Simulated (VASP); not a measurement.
# Al (Im-3m) in VASP: notebook, part 2 of 2

VASP 6.6.1. The steps go on from the part before.

## Step 4: Single point, PBE

This run uses another cell than the first one, of 12.25 Å³/atom, 0.760 times its volume.

INCAR

```
SYSTEM = Al
ALGO = Normal
EDIFF = 1E-6
ENCUT = 500
GGA = PE
GGA_COMPAT = .False.
ISIF = 2
ISMEAR = 0
LASPH = .True.
LCHARG = .False.
LREAL = .False.
LWAVE = .False.
NBANDS = 8
NELM = 120
PREC = Accurate
SIGMA = 0.1
```

KPOINTS

```
k-points
0
Gamma
  10 10 10
  0 0 0
```

POSCAR

```
Al
1.0
   -1.4521151908      1.4521151908      1.4521151908
    1.4521151908     -1.4521151908      1.4521151908
    1.4521151908      1.4521151908     -1.4521151908
Al
1
Direct
    0.0000000000      0.0000000000      0.0000000000
```

Potentials or basis: VASP PAW PBE potentials, release 64 (Al).

Launch:

```sh
> cat potpaw_PBE.64/Al/POTCAR > POTCAR
> mpirun -np 1 vasp_std > vasp.out
```

OUTCAR:

```text
SYSTEM = Al
   EDIFF = 1E-6
   ENCUT = 500
   GGA = PE
   ISIF = 2
   ISMEAR = 0
   LASPH = .True.
   LREAL = .False.
   NELM = 120
   PREC = Accurate

 ion  position               nearest neighbor table
   1  0.000  0.000  0.000-

  LATTYP: Found a body centered cubic cell.
 ALAT       =     2.9042303816

  Lattice vectors:

 A1 = (  -1.4521151908,   1.4521151908,   1.4521151908)
 A2 = (   1.4521151908,  -1.4521151908,   1.4521151908)
 A3 = (   1.4521151908,   1.4521151908,  -1.4521151908)

Analysis of symmetry for initial positions (statically):
=====================================================================
 Subroutine PRICEL returns:
 Original cell was already a primitive cell.

 Routine SETGRP: Setting up the symmetry group for a
 body centered cubic supercell.

 Subroutine GETGRP returns: Found 48 space group operations
 (whereof 48 operations were pure point group operations)
 out of a pool of 48 trial point group operations.

The static configuration has the point symmetry O_h .

Analysis of symmetry for dynamics (positions and initial velocities):
=====================================================================
 Subroutine PRICEL returns:
 Original cell was already a primitive cell.

 Routine SETGRP: Setting up the symmetry group for a
 body centered cubic supercell.

 Subroutine GETGRP returns: Found 48 space group operations
 (whereof 48 operations were pure point group operations)
 out of a pool of 48 trial point group operations.

The dynamic configuration has the point symmetry O_h .

 Subroutine INISYM returns: Found 48 space group operations
 (whereof 48 operations are pure point group operations),
 and found     1 'primitive' translations

----------------------------------------------------------------------------------------

                                     Primitive cell

  volume of cell :      12.2479

  direct lattice vectors                    reciprocal lattice vectors
    -1.452115191  1.452115191  1.452115191     0.000000000  0.344325301  0.344325301
     1.452115191 -1.452115191  1.452115191     0.344325301  0.000000000  0.344325301
     1.452115191  1.452115191 -1.452115191     0.344325301  0.344325301  0.000000000

  length of vectors
     2.515137289  2.515137289  2.515137289     0.486949510  0.486949510  0.486949510

  position of ions in fractional coordinates (direct lattice)
     0.000000000  0.000000000  0.000000000

  ion indices of the primitive-cell ions
   primitive index   ion index
                 1           1

----------------------------------------------------------------------------------------

 KPOINTS: k-points

Automatic generation of k-mesh.
 Grid dimensions read from file:
 generate k-points for:   10   10   10

 Generating k-lattice:

  Cartesian coordinates                     Fractional coordinates (reciprocal lattice)
     0.000000000  0.034432530  0.034432530     0.100000000  0.000000000  0.000000000
     0.034432530  0.000000000  0.034432530     0.000000000  0.100000000  0.000000000
     0.034432530  0.034432530  0.000000000     0.000000000  0.000000000  0.100000000

  Length of vectors
     0.048694951  0.048694951  0.048694951

  Shift w.r.t. Gamma in fractional coordinates (k-lattice)
     0.000000000  0.000000000  0.000000000

 Subroutine IBZKPT returns following result:
 ===========================================

 Found     47 irreducible k-points:

 Following reciprocal coordinates:
            Coordinates               Weight
  0.000000  0.000000  0.000000      1.000000
  0.100000  0.000000  0.000000     12.000000
  0.200000  0.000000  0.000000     12.000000
  0.300000  0.000000  0.000000     12.000000
  0.400000  0.000000  0.000000     12.000000
  0.500000  0.000000  0.000000      6.000000
[... 16 lines left out ...]
  0.300000  0.300000  0.100000      8.000000
 -0.300000  0.300000  0.100000     24.000000
 [... further k-points ...]
   k-points           NKPTS =     47   k-points in BZ     NKDIM =     47   number of bands    NBANDS=      8
   number of dos      NEDOS =    301   number of ions     NIONS =      1
   total plane-waves  NPLWV =   5832
   dimension x,y,z NGX =    18 NGY =   18 NGZ =   18
   dimension x,y,z NGXF=    36 NGYF=   36 NGZF=   36
   ions per type =               1
   NGX,Y,Z   is equivalent  to a cutoff of  11.90, 11.90, 11.90 a.u.
   NGXF,Y,Z  is equivalent  to a cutoff of  23.80, 23.80, 23.80 a.u.
 SYSTEM =  Al
   PREC   = accura    normal or accurate (medium, high low for compatibility)
   ISTART =      0    job   : 0-new  1-cont  2-samecut
   ICHARG =      2    charge: 1-file 2-atom 10-const
   ISPIN  =      1    spin polarized calculation?
   LNONCOLLINEAR =      F non collinear calculations
   LSORBIT =      F    spin-orbit coupling
   LASPH  =      T    aspherical Exc in radial PAW
   ENCUT  =  500.0 eV  36.75 Ry    6.06 a.u.   4.59  4.59  4.59*2*pi/ulx,y,z
   NELM   =    120;   NELMIN=  2; NELMDL= -5     # of ELM steps
   EDIFF  = 0.1E-05   stopping-criterion for ELM
   LREAL  =      F    real-space projection
   EDIFFG = 0.1E-04   stopping-criterion for IOM
   NSW    =      0    number of steps for IOM
   IBRION =     -1    ionic relax: 0-MD 1-quasi-New 2-CG
   NFREE  =      0    steps in history (QN), initial steepest desc. (CG)
   ISIF   =      2    stress and relaxation
   ISYM   =      2    0-nonsym 1-usesym 2-fastsym
   POTIM  = 0.5000    time-step for ionic-motion
   TEBEG  =    0.0;   TEEND  =   0.0 temperature during run
   PSTRESS=    0.0 pullay stress
   NELECT =       3.0000    total number of electrons
   NUPDOWN=      -1.0000    fix difference up-down
   EMIN   =  10.00;   EMAX   =-10.00  energy-range for DOS
   EFERMI =   0.00;   METHOD = LEGACY
   ISMEAR =     0;   SIGMA  =   0.10  broadening in eV -4-tet -1-fermi 0-gaus
   EFERMI_NEDOS =   21; number of points for ismear=-14 and -15
   IALGO  =     38    algorithm
   IMIX   =      4    mixing-type and parameters
     AMIX     =   0.40;   BMIX     =  1.00
     AMIX_MAG =   1.60;   BMIX_MAG =  1.00
  volume/ion in A,a.u.               =      12.25        82.65
  Fermi-wavevector in a.u.,A,eV,Ry     =   1.024301  1.935648 14.275126  1.049192
  Thomas-Fermi vector in A             =   2.158081
   LORBIT       =      0    0 simple, 1 ext, 2 COOP (PROOUT), +10 PAW based schemes
   GGA     = PE    functional components
   LHFCALC =     F    Hartree Fock is set to
   AEXX    =    0.0000 exact exchange contribution
   IVDW    =     0    specifies the selected vdW correction
   LEPSILON=     F    determine dielectric tensor
   LRPA    =     F    only Hartree local field effects (RPA)
 non-spin polarized calculation
 Gauss-broadening in eV      SIGMA  =   0.10
  energy-cutoff  :      500.00
  volume of cell :       12.25
 maximum number of plane-waves:       321
   NGX =  9   NGY =  9   NGZ =  9

 number of electron       3.0000000 magnetization

 Free energy of the ion-electron system (eV)
  ---------------------------------------------------
  ext. energy  EPLUGINS =         0.00000000
  ---------------------------------------------------
  free energy    TOTEN  =        -3.16117418 eV

  energy without entropy =       -3.15941521  energy(sigma->0) =       -3.16029469

 E-fermi :  11.5053     XC(G=0): -11.3339

 val. band max:       11.4764004771   @ k =  -0.4000   0.4000   0.2000
 cond. band min:      11.6622950422   @ k =   0.3000   0.3000   0.0000
 fundamental gap:      0.1858945650
 Fermi energy:        11.5052564034

 k-point     1 :       0.0000    0.0000    0.0000
  band No.  band energies     occupation
      1      -1.8606      2.00000
      2      26.7436      0.00000
      3      26.7436      0.00000
      4      26.7436      0.00000
      5      30.3300      0.00000
      6      30.3300      0.00000
      7      31.2594      0.00000
      8      31.2594      0.00000

 k-point     2 :       0.1000    0.0000    0.0000
  band No.  band energies     occupation
      1      -1.5109      2.00000
      2      23.8352      0.00000
      3      25.4483      0.00000
      4      25.8043      0.00000
      5      28.3763      0.00000
      6      28.7877      0.00000
      7      31.5110      0.00000
      8      31.9100      0.00000
[... 221 lines left out ...]
 k-point    23 :       0.3000    0.3000    0.1000
  band No.  band energies     occupation
      1       8.8399      2.00000
      2       8.8399      2.00000
      3      11.0150      2.00000
      4      16.8273      0.00000
      5      34.0735      0.00000
      6      34.0735      0.00000
      7      35.3242      0.00000
      8      40.1371      0.00000

 k-point    24 :      -0.3000    0.3000    0.1000
  band No.  band energies     occupation
      1       1.5837      2.00000
      2      14.6275      0.00000
      3      19.8010      0.00000
      4      22.7472      0.00000
      5      25.8573      0.00000
      6      27.5646      0.00000
      7      30.4337      0.00000
      8      37.0857      0.00000

 [... further k-points ...]
[... 5 lines left out ...]
  --------------------------------------------------------------------------------------
  -------------------------------------------------------------------------------------
  Total        3.3806501      3.3806501      3.3806501      0.0000000      0.0000000     -0.0000000
  in kB      442.2293921    442.2293921    442.2293921      0.0000000      0.0000000     -0.0000000
  external PRESSURE =     442.2293921 kB  Pullay stress =       0.0000000 kB

 VOLUME and BASIS-vectors are now :
 -----------------------------------------------------------------------------
  energy-cutoff  :      500.00
  volume of cell :       12.25
      direct lattice vectors                 reciprocal lattice vectors
    -1.452115191  1.452115191  1.452115191     0.000000000  0.344325301  0.344325301
     1.452115191 -1.452115191  1.452115191     0.344325301  0.000000000  0.344325301
     1.452115191  1.452115191 -1.452115191     0.344325301  0.344325301  0.000000000

 POSITION                                       TOTAL-FORCE (eV/Angst)
 -----------------------------------------------------------------------------------
      0.00000      0.00000      0.00000         0.000000      0.000000      0.000000
 -----------------------------------------------------------------------------------
    total drift:                                0.000000     -0.000000      0.000000

  FREE ENERGIE OF THE ION-ELECTRON SYSTEM (eV)
  ---------------------------------------------------
  free  energy   TOTEN  =        -3.1611741784 eV

  energy  without entropy=       -3.1594152106  energy(sigma->0) =       -3.16029469
```

OSZICAR:

```text
N       E                     dE             d eps       ncg     rms          rms(c)
DAV:   1    -0.166537989786E+01   -0.16654E+01   -0.85330E+02   760   0.195E+02
DAV:   2    -0.319671041855E+01   -0.15313E+01   -0.14715E+01  1128   0.202E+01
DAV:   3    -0.320258659028E+01   -0.58762E-02   -0.58761E-02   872   0.130E+00
DAV:   4    -0.320260521724E+01   -0.18627E-04   -0.18628E-04  1144   0.613E-02
DAV:   5    -0.320260531689E+01   -0.99647E-07   -0.98471E-07   880   0.280E-03    0.196E+00
DAV:   6    -0.317789729985E+01    0.24708E-01   -0.10323E-03   824   0.150E-01    0.113E+00
DAV:   7    -0.316118972892E+01    0.16708E-01   -0.35577E-03   896   0.260E-01    0.235E-01
DAV:   8    -0.316117878729E+01    0.10942E-04   -0.19259E-05  1032   0.273E-02    0.135E-01
DAV:   9    -0.316117409997E+01    0.46873E-05   -0.59528E-07   888   0.544E-03    0.120E-03
DAV:  10    -0.316117417843E+01   -0.78459E-07   -0.47519E-09   584   0.540E-04
   1 F= -.31611742E+01 E0= -.31602947E+01  d E =-.175897E-02
```

Wall time 7.5 s (1 thread of AMD EPYC 7R13, shared host); peak memory 0.08 GiB.

Results:

* Free energy: -3.1612 eV
* Pressure: 44.2 GPa

Levels at points of the mesh, in eV from the Fermi level:
```csv
k point,band 1,band 2,band 3,band 4
"(0.00, 0.00, 0.00)",-13.37,15.24,15.24,15.24
"(0.50, 0.00, 0.00)",-5.49,-4.26,9.01,10.81
"(0.50, 0.50, 0.50)",2.43,2.43,2.52,2.52
```

## Step 5: Summary

```csv
cell,k mesh,smearing,gap on the mesh (eV),pressure (GPa)
"a = 2.756 Å, angles 109.5°, 1 atom",8 × 8 × 8,fermi-dirac 0.025852 eV,none,4.3
"a = 2.765 Å, angles 109.5°, 1 atom",9 × 9 × 9,gaussian 0.1 eV,none,3.0
"a = 2.515 Å, angles 109.5°, 1 atom",10 × 10 × 10,gaussian 0.1 eV,none,44.2
```

Alike in all rows: task single point; level PBE; potentials or basis VASP PAW PBE potentials, release 64 (Al); no spin polarisation; cutoff (eV) 500.

Total energies depend on the potentials used, so only differences within one code and one set of settings carry meaning.
